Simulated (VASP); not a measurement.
# Fe (P6/mmm) in VASP: a series of runs

Runs on Fe. Level: revPBE. Tasks: single point.

All numbers are computed with VASP 6.6.1; they aren't measurements. Logs are shortened: lines on timing, memory, paths and dates and some standing lists are left out, and cuts for length are marked.

## 1. The cell of the first run

The structure is hexagonal, space group P6/mmm (No. 191). Conventional cell: a = 4.107 Å, b = 4.107 Å, c = 2.344 Å, α = 90.00°, β = 90.00°, γ = 120.00°. Fe (site symmetry 6/mmm) has 14 Fe at 2.34 to 2.64 Å within 3.1 Å. Fe (site symmetry -6m2) has 11 Fe at 2.34 to 2.64 Å within 3.1 Å.

This isn't the form of Fe at room conditions, which is bcc.

## 2. Single point, revPBE, collinear spin, ferromagnetic start (11.41 Å³/atom)

INCAR reads:

```
PREC = Accurate
ENCUT = 520
EDIFF = 1E-6
ISMEAR = -1
SIGMA = 0.05
LREAL = False
LASPH = True
NELM = 150
ALGO = Normal
ISIF = 2
LWAVE = False
LCHARG = True
ISPIN = 2
MAGMOM = 2.648 2.584 2.584
LORBIT = 11
LMAXMIX = 4
GGA = RE
LELF = True
LVHAR = True
NBANDS = 23
```

KPOINTS reads:

```
Automatic mesh
0
Gamma
  10 10 15
```

POSCAR reads:

```
Fe
1.0
    4.1065545173      0.0000000000      0.0000000000
   -2.0532772587      3.5563805340      0.0000000000
    0.0000000000      0.0000000000      2.3436957428
Fe
3
Direct
    0.0000000000      1.0000000000      0.0000000000
    0.3333333333      0.6666666667      0.5000000000
    0.6666666667      0.3333333333      0.5000000000
```

Potentials or basis: VASP PAW PBE potentials, release 64 (Fe).

On the command line:

```console
$ cat potpaw_PBE.64/Fe/POTCAR > POTCAR
$ mpirun -np 1 vasp_std > vasp.out
```

OUTCAR:

```text
PREC = Accurate
   ENCUT = 520
   EDIFF = 1E-6
   ISMEAR = -1
   LREAL = False
   LASPH = True
   NELM = 150
   ISIF = 2
   ISPIN = 2
   LORBIT = 11
   GGA = RE

 ion  position               nearest neighbor table
   1  0.000  0.000  0.000-   2 2.64   3 2.64   2 2.64   3 2.64   3 2.64   3 2.64   2 2.64   2 2.64
                             3 2.64   3 2.64   2 2.64   2 2.64
   2  0.333  0.667  0.500-   3 2.37   3 2.37   3 2.37   1 2.64   1 2.64   1 2.64   1 2.64   1 2.64
                             1 2.64
   3  0.667  0.333  0.500-   2 2.37   2 2.37   2 2.37   1 2.64   1 2.64   1 2.64   1 2.64   1 2.64
                             1 2.64

  LATTYP: Found a hexagonal cell.
 ALAT       =     4.1065545173
 C/A-ratio  =     0.5707207180

  Lattice vectors:

 A1 = (   4.1065545173,   0.0000000000,   0.0000000000)
 A2 = (  -2.0532772587,   3.5563805340,   0.0000000000)
 A3 = (   0.0000000000,   0.0000000000,   2.3436957428)

Analysis of symmetry for initial positions (statically):
=====================================================================
 Subroutine PRICEL returns:
 Original cell was already a primitive cell.

 Routine SETGRP: Setting up the symmetry group for a
 hexagonal supercell.

 Subroutine GETGRP returns: Found 24 space group operations
 (whereof 24 operations were pure point group operations)
 out of a pool of 24 trial point group operations.

The static configuration has the point symmetry D_6h.

Analysis of symmetry for dynamics (positions and initial velocities):
=====================================================================
 Subroutine PRICEL returns:
 Original cell was already a primitive cell.

 Routine SETGRP: Setting up the symmetry group for a
 hexagonal supercell.

 Subroutine GETGRP returns: Found 24 space group operations
 (whereof 24 operations were pure point group operations)
 out of a pool of 24 trial point group operations.

The dynamic configuration has the point symmetry D_6h.

Analysis of structural, dynamic, and magnetic symmetry:
=====================================================================
 Subroutine PRICEL returns:
 Original cell was already a primitive cell.

 Routine SETGRP: Setting up the symmetry group for a
 hexagonal supercell.

 Subroutine GETGRP returns: Found 24 space group operations
 (whereof 24 operations were pure point group operations)
 out of a pool of 24 trial point group operations.

The overall configuration has the point symmetry D_6h.

 Subroutine INISYM returns: Found 24 space group operations
 (whereof 24 operations are pure point group operations),
 and found     1 'primitive' translations

----------------------------------------------------------------------------------------

                                     Primitive cell

  volume of cell :      34.2284

  direct lattice vectors                    reciprocal lattice vectors
     4.106554517  0.000000000  0.000000000     0.243513144  0.140592379  0.000000000
    -2.053277259  3.556380534  0.000000000     0.000000000  0.281184758  0.000000000
     0.000000000  0.000000000  2.343695743     0.000000000  0.000000000  0.426676544

  length of vectors
     4.106554517  4.106554517  2.343695743     0.281184758  0.281184758  0.426676544

  position of ions in fractional coordinates (direct lattice)
     0.000000000  0.000000000  0.000000000
     0.333333333  0.666666667  0.500000000
     0.666666667  0.333333333  0.500000000

  ion indices of the primitive-cell ions
   primitive index   ion index
                 1           1
                 2           2
                 3           3

----------------------------------------------------------------------------------------

 KPOINTS: Automatic mesh

Automatic generation of k-mesh.
 Grid dimensions read from file:
 generate k-points for:   10   10   15

 Generating k-lattice:

  Cartesian coordinates                     Fractional coordinates (reciprocal lattice)
     0.024351314  0.014059238  0.000000000     0.100000000 -0.000000000  0.000000000
     0.000000000  0.028118476  0.000000000     0.000000000  0.100000000  0.000000000
     0.000000000  0.000000000  0.028445103     0.000000000  0.000000000  0.066666667

  Length of vectors
     0.028118476  0.028118476  0.028445103

  Shift w.r.t. Gamma in fractional coordinates (k-lattice)
     0.000000000  0.000000000  0.000000000

 Subroutine IBZKPT returns following result:
 ===========================================

 Found    112 irreducible k-points:

 Following reciprocal coordinates:
            Coordinates               Weight
  0.000000  0.000000  0.000000      1.000000
  0.100000  0.000000  0.000000      6.000000
  0.200000  0.000000  0.000000      6.000000
  0.300000  0.000000  0.000000      6.000000
  0.400000  0.000000  0.000000      6.000000
  0.500000 -0.000000  0.000000      3.000000
[... 16 lines left out ...]
  0.300000  0.100000  0.066667     24.000000
  0.400000  0.100000  0.066667     24.000000
[... 96 lines left out ...]
[... 15 lines left out ...]
     22      15.6137      0.00000
     23      24.6999      0.00000

 k-point     3 :       0.2000    0.0000    0.0000
  band No.  band energies     occupation
      1      -2.0247      1.00000
      2       1.4855      1.00000
      3       1.9588      1.00000
      4       2.4665      1.00000
      5       2.5003      1.00000
      6       3.0097      1.00000
[... 15 lines left out ...]
     22      17.7581      0.00000
     23      25.2614      0.00000
[... 495 lines left out ...]
 k-point    23 :       0.3000    0.1000    0.0667
  band No.  band energies     occupation
      1      -0.8367      1.00000
      2       1.2023      1.00000
      3       1.4484      1.00000
      4       2.3317      1.00000
      5       2.6767      1.00000
      6       2.9592      1.00000
[... 15 lines left out ...]
     22      21.6522      0.00000
     23      23.1810      0.00000

 k-point    24 :       0.4000    0.1000    0.0667
  band No.  band energies     occupation
      1      -0.0311      1.00000
      2       0.7642      1.00000
      3       1.0994      1.00000
      4       2.5188      1.00000
      5       2.6823      1.00000
      6       2.7995      1.00000
[... 15 lines left out ...]
     22      21.9956      0.00000
     23      23.6803      0.00000

 [... further k-points ...]

 spin component 2

 k-point     1 :       0.0000    0.0000    0.0000
  band No.  band energies     occupation
      1      -2.3094      1.00000
      2       2.9510      1.00000
      3       4.2847      1.00000
      4       4.2847      1.00000
      5       4.2992      1.00000
      6       4.2992      1.00000
[... 15 lines left out ...]
     22      15.6958      0.00000
     23      25.0564      0.00000

 k-point     2 :       0.1000    0.0000    0.0000
  band No.  band energies     occupation
      1      -2.1774      1.00000
      2       2.9395      1.00000
      3       3.8576      1.00000
      4       4.1440      1.00000
      5       4.1681      1.00000
      6       4.5479      1.00000
[... 15 lines left out ...]
     22      16.5108      0.00000
     23      25.2610      0.00000

 k-point     3 :       0.2000    0.0000    0.0000
  band No.  band energies     occupation
      1      -1.7884      1.00000
      2       2.8222      1.00000
      3       3.3515      1.00000
      4       3.8820      1.00000
      5       4.1741      1.00000
      6       4.6664      1.00000
[... 15 lines left out ...]
     22      18.5118      0.00000
     23      25.8570      0.00000
[... 495 lines left out ...]
 k-point    23 :       0.3000    0.1000    0.0667
  band No.  band energies     occupation
      1      -0.5663      1.00000
      2       2.1491      1.00000
      3       2.6002      1.00000
      4       3.9647      1.00000
      5       4.4387      1.00000
      6       4.6555      1.00000
[... 15 lines left out ...]
     22      22.2069      0.00000
     23      23.7308      0.00000

 k-point    24 :       0.4000    0.1000    0.0667
  band No.  band energies     occupation
      1       0.3085      1.00000
      2       1.2643      1.00000
      3       2.3860      1.00000
      4       4.1768      1.00000
      5       4.4146      1.00000
      6       4.6611      1.00000
[... 15 lines left out ...]
     22      22.6506      0.00000
     23      24.0702      0.00000

 [... further k-points ...]

------------------------ aborting loop because EDIFF is reached ----------------------------------------

  FORCE on cell =-STRESS in cart. coord.  units (eV):
  Direction    XX          YY          ZZ          XY          YZ          ZX
  --------------------------------------------------------------------------------------
  -------------------------------------------------------------------------------------
  Total        2.7567405      2.7567405      2.4588373     -0.0000000     -0.0000000     -0.0000000
  in kB      129.0385341    129.0385341    115.0941681     -0.0000000     -0.0000000     -0.0000000
  external PRESSURE =     124.3904121 kB  Pullay stress =       0.0000000 kB

 VOLUME and BASIS-vectors are now :
 -----------------------------------------------------------------------------
  energy-cutoff  :      520.00
  volume of cell :       34.23
      direct lattice vectors                 reciprocal lattice vectors
     4.106554517  0.000000000  0.000000000     0.243513144  0.140592379  0.000000000
    -2.053277259  3.556380534  0.000000000     0.000000000  0.281184758  0.000000000
     0.000000000  0.000000000  2.343695743     0.000000000  0.000000000  0.426676544

 POSITION                                       TOTAL-FORCE (eV/Angst)
 -----------------------------------------------------------------------------------
      0.00000      0.00000      0.00000        -0.000000      0.000000      0.000000
     -0.00000      2.37092      1.17185        -0.000000      0.000000     -0.000000
      2.05328      1.18546      1.17185         0.000000      0.000000      0.000000
 -----------------------------------------------------------------------------------
    total drift:                               -0.000000      0.000000      0.000000

  FREE ENERGIE OF THE ION-ELECTRON SYSTEM (eV)
  ---------------------------------------------------
  free  energy   TOTEN  =       -22.9410997327 eV

  energy  without entropy=      -22.9125217800  energy(sigma->0) =      -22.92681076

 total charge

# of ion       s       p       d       tot
------------------------------------------
    1        0.481   0.534   6.210   7.224
    2        0.503   0.530   6.276   7.309
    3        0.503   0.530   6.276   7.309
--------------------------------------------------
tot          1.486   1.594  18.761  21.841

 magnetization (x)

# of ion       s       p       d       tot
------------------------------------------
    1       -0.011  -0.050   2.573   2.512
    2       -0.012  -0.032   2.357   2.313
    3       -0.012  -0.032   2.357   2.313
--------------------------------------------------
tot         -0.035  -0.114   7.288   7.138
```

Run time: 2.2 min. Hardware: 1 thread of AMD EPYC 9R45 (Zen 5), shared host; peak memory 0.21 GiB.

What came out:

* Free energy: -22.9411 eV
* Pressure: 12.4 GPa
* Net moment: 7.17 μB per cell
* Site moments: Fe +2.51, +2.31 (each value once) μB
* Valence electrons inside the program's atomic spheres: Fe 7.22, 7.31 (each value once)

Stress tensor (GPa, compression positive):
```
12.90  0.00  0.00
 0.00 12.90  0.00
 0.00  0.00 11.51
```

Caveat: the cell stands under pressure; the PAW data sets were made with another functional, which shifts forces and pressure a little.

## 3. Single point, revPBE, collinear spin, ferromagnetic start (11.91 Å³/atom)

This run uses another cell than the first one, of 11.91 Å³/atom.

INCAR is that of step 2.

KPOINTS reads:

```
regular mesh
0
Gamma
  10 10 15
```

POSCAR reads:

```
Fe
1.0
    4.1652275089      0.0000000000      0.0000000000
   -2.0826137545      3.6071928353      0.0000000000
    0.0000000000      0.0000000000      2.3771816347
Fe
3
Direct
    0.0000000000      1.0000000000      0.0000000000
    0.3333333333      0.6666666667      0.5000000000
    0.6666666667      0.3333333333      0.5000000000
```

Potentials or basis: VASP PAW PBE potentials, release 64 (Fe).

On the command line:

```console
$ cat potpaw_PBE.64/Fe/POTCAR > POTCAR
$ mpirun -np 1 vasp_std > vasp.out
```

It took 1.8 min on 1 thread of AMD EPYC 9R45 (Zen 5), shared host; peak memory 0.22 GiB.

The run converged. Its results:

```
Free energy                                           : -23.0223 eV
Pressure                                              : 5.3 GPa
Net moment                                            : 7.50 μB per cell
Site moments                                          : Fe +2.56, +2.46 (each value once) μB
Valence electrons inside the program's atomic spheres : Fe 7.14, 7.22 (each value once)
```

Stress tensor (GPa, compression positive):
```
5.83 0.00 0.00
0.00 5.83 0.00
0.00 0.00 4.24
```

Levels at points of the mesh, in eV from the Fermi level:
Spin up:
| k point | band 12 | band 13 | band 14 | band 15 | band 16 | band 17 | band 18 | band 19 | band 20 | band 21 |
| --- | --- | --- | --- | --- | --- | --- | --- | --- | --- | --- |
| (0.00, 0.00, 0.00) | -1.58 | -1.57 | -1.57 | -0.58 | -0.58 | 5.66 | 5.66 | 5.69 | 5.69 | 8.01 |
| (0.50, 0.00, 0.00) | -1.09 | -0.87 | -0.85 | -0.82 | -0.64 | -0.43 | -0.15 | 6.15 | 14.21 | 14.26 |
Spin down:
| k point | band 5 | band 6 | band 7 | band 8 | band 9 | band 10 | band 11 | band 12 |
| --- | --- | --- | --- | --- | --- | --- | --- | --- |
| (0.00, 0.00, 0.00) | -1.70 | -1.70 | -1.64 | -0.98 | 0.19 | 0.19 | 1.38 | 1.38 |
| (0.50, 0.00, 0.00) | -1.68 | -1.32 | -1.01 | -0.83 | -0.03 | 0.82 | 1.48 | 1.49 |

Caveat: the cell stands under pressure; the PAW data sets were made with another functional, which shifts forces and pressure a little.

## 4. Single point, revPBE, collinear spin, ferromagnetic start (12.40 Å³/atom)

This run uses another cell than the first one, of 12.40 Å³/atom.

INCAR reads:

```
SYSTEM = Fe
PREC = Accurate
ENCUT = 520
EDIFF = 1E-7
ISMEAR = -1
SIGMA = 0.05
LREAL = .FALSE.
LASPH = .TRUE.
NELM = 150
ALGO = Normal
ISIF = 2
LWAVE = .FALSE.
LCHARG = .FALSE.
ISPIN = 2
MAGMOM = 2.648 2.584 2.584
LORBIT = 11
LMAXMIX = 4
GGA = RE
NBANDS = 23
```

KPOINTS reads:

```
Automatic mesh
0
G
  10 10 15
  0 0 0
```

POSCAR reads:

```
Fe
1.0
    4.2222925111      0.0000000000      0.0000000000
   -2.1111462556      3.6566125768      0.0000000000
    0.0000000000      0.0000000000      2.4097498137
Fe
3
Direct
    0.0000000000      1.0000000000      0.0000000000
    0.3333333333      0.6666666667      0.5000000000
    0.6666666667      0.3333333333      0.5000000000
```

On the command line:

```console
$ cat potpaw_PBE.64/Fe/POTCAR > POTCAR
$ mpirun -np 1 vasp_std > vasp.out
```

It took 1.8 min on 1 thread of AMD EPYC 9R45 (Zen 5), shared host; peak memory 0.23 GiB.

The run converged. Its results:

| Item | Value |
| --- | --- |
| Free energy | -23.0442 eV |
| Pressure | -0.3 GPa |
| Net moment | 7.78 μB per cell |
| Site moments | Fe +2.63, +2.58 (each value once) μB |
| Valence electrons inside the program's atomic spheres | Fe 7.07, 7.14 (each value once) |

Stress tensor (GPa, compression positive):
```
-0.01  0.00  0.00
 0.00 -0.01  0.00
 0.00  0.00 -0.93
```

Levels at points of the mesh, in eV from the Fermi level:
Spin up:
```
           k point  band 14  band 15  band 16  band 17  band 18  band 19
(0.00, 0.00, 0.00)    -1.63    -0.71    -0.71     5.38     5.38     5.41
(0.50, 0.00, 0.00)    -0.96    -0.95    -0.78    -0.60    -0.17     5.74
```
Spin down:
```tsv
k point	band 4	band 5	band 6	band 7	band 8	band 9	band 10	band 11	band 12	band 13
(0.00, 0.00, 0.00)	-1.60	-1.60	-1.60	-1.51	-0.86	0.24	0.24	1.38	1.38	1.40
(0.50, 0.00, 0.00)	-1.56	-1.52	-1.19	-0.90	-0.73	-0.07	0.85	1.47	1.48	1.50
```

Caveat: the PAW data sets were made with another functional, which shifts forces and pressure a little.

## 5. Single point, revPBE (9.32 Å³/atom)

This run uses another cell than the first one, of 9.32 Å³/atom.

INCAR reads:

```
PREC = Accurate ; ENCUT = 520
EDIFF = 1E-6 ; ISMEAR = -1
SIGMA = 0.1 ; LREAL = F
LASPH = T ; NELM = 60
ALGO = Normal ; ISIF = 2
LWAVE = F ; LCHARG = T
GGA = RE ; LELF = T
LVHAR = T ; NBANDS = 19
```

KPOINTS reads:

```
Automatic mesh
0
Gamma
  11 11 14
```

POSCAR reads:

```
Fe
1.0
    3.7168795228      0.0000000000      0.0000000000
   -1.8584397614      3.2189120896      0.0000000000
    0.0000000000      0.0000000000      2.3361906625
Fe
3
Direct
    0.0000000000      0.0000000000      0.0000000000
    0.3333333333      0.6666666667      0.5000000000
    0.6666666667      0.3333333333      0.5000000000
```

On the command line:

```console
$ cat potpaw_PBE.64/Fe/POTCAR > POTCAR
$ mpirun -np 1 vasp_std > vasp.out
```

It took 99 s on 1 thread of Intel Xeon 8259CL, shared host; peak memory 0.18 GiB.

It converged, with:

```yaml
Free_energy: -22.2769 eV
Pressure: 43.4 GPa
Band_gap_on_the_k_mesh: zero (bands 12 and 13 overlap by 1.75 eV)
```

Stress tensor (GPa, compression positive):
```
44.87  0.00  0.00
 0.00 44.87  0.00
 0.00  0.00 40.61
```

Levels at points of the mesh, in eV from the Fermi level:
```tsv
k point	band 10	band 11	band 12	band 13	band 14	band 15
(0.00, 0.00, 0.00)	-1.56	-1.01	-1.01	-0.92	-0.92	1.12
(0.00, 0.00, 0.50)	-1.54	0.48	0.48	0.89	0.89	1.63
```

Caveat: the cell stands under pressure; the PAW data sets were made with another functional, which shifts forces and pressure a little; the run has no spin polarisation, though such a crystal can be magnetic.

## 6. Overview

```tsv
spin	cell	k mesh	smearing	gap on the mesh (eV)	pressure (GPa)	moment (μB)
collinear, ferromagnetic start	a = 4.107, b = 4.107, c = 2.344 Å, angles 90.0, 90.0, 120.0°, 3 atoms	10 × 10 × 15	fermi-dirac 0.05 eV	none	12.4	7.17
collinear, ferromagnetic start	a = 4.165, b = 4.165, c = 2.377 Å, angles 90.0, 90.0, 120.0°, 3 atoms	10 × 10 × 15	fermi-dirac 0.05 eV	none	5.3	7.50
collinear, ferromagnetic start	a = 4.222, b = 4.222, c = 2.410 Å, angles 90.0, 90.0, 120.0°, 3 atoms	10 × 10 × 15	fermi-dirac 0.05 eV	none	-0.3	7.78
off	a = 3.717, b = 3.717, c = 2.336 Å, angles 90.0, 90.0, 120.0°, 3 atoms	11 × 11 × 14	fermi-dirac 0.1 eV	none	43.4	-
```

Alike in all rows: task single point; level revPBE; potentials or basis VASP PAW PBE potentials, release 64 (Fe); cutoff (eV) 520.

Caveats: the PAW data sets were made with another functional, which shifts forces and pressure a little; the cell stands under pressure (at least some runs).

Absolute energies hang on the potentials; compare differences alone.
